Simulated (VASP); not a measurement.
Input of a VASP 6.6.1 run:

INCAR

```
SYSTEM = Al3W
PREC     = Accurate       ! precision mode
ENCUT    = 520            ! plane-wave cutoff, eV
EDIFF    = 1E-6           ! SCF threshold, eV
ISMEAR   = 0              ! smearing method
SIGMA    = 0.1            ! smearing width, eV
LREAL    = .FALSE.        ! projectors in reciprocal space
LASPH    = .TRUE.         ! aspherical terms in the spheres
NELM     = 60             ! most SCF steps
ALGO     = Normal         ! electronic algorithm
ISIF     = 2              ! what is computed and relaxed
LWAVE    = .FALSE.        ! write WAVECAR
LCHARG   = .TRUE.         ! write CHGCAR
GGA      = PE             ! functional
LELF     = .TRUE.         ! ELF
LVHAR    = .TRUE.       
NBANDS   = 20             ! bands
```

The input KPOINTS:

```
Automatic mesh
0
G
  12 12 12
  0 0 0
```

File POSCAR:

```
Al3W
1.0
    3.9419084122      0.0000000000      0.0000000000
    0.0000000000      3.9419084122      0.0000000000
    0.0000000000      0.0000000000      3.9419084122
Al W
3 1
Direct
    0.5000000000      0.0000000000      0.0000000000
    0.0000000000      0.5000000000      0.0000000000
    0.0000000000      0.0000000000      0.5000000000
    0.5000000000      0.5000000000      0.5000000000
```

Potentials or basis: VASP PAW PBE potentials, release 64 (Al, W_sv).

Launch:

```bash
$ cat potpaw_PBE.64/Al/POTCAR potpaw_PBE.64/W_sv/POTCAR > POTCAR
$ mpirun -np 1 vasp_std > vasp.out
```

Problem. What does it give for the band gap on the k mesh?

Solution. Zero (an odd number of electrons rules out a gap without spin polarisation).

Problem. Predict the pressure.

Solution. 0.0 GPa.

Caveat: spin-orbit coupling is left out, which moves the levels of the heavy elements.
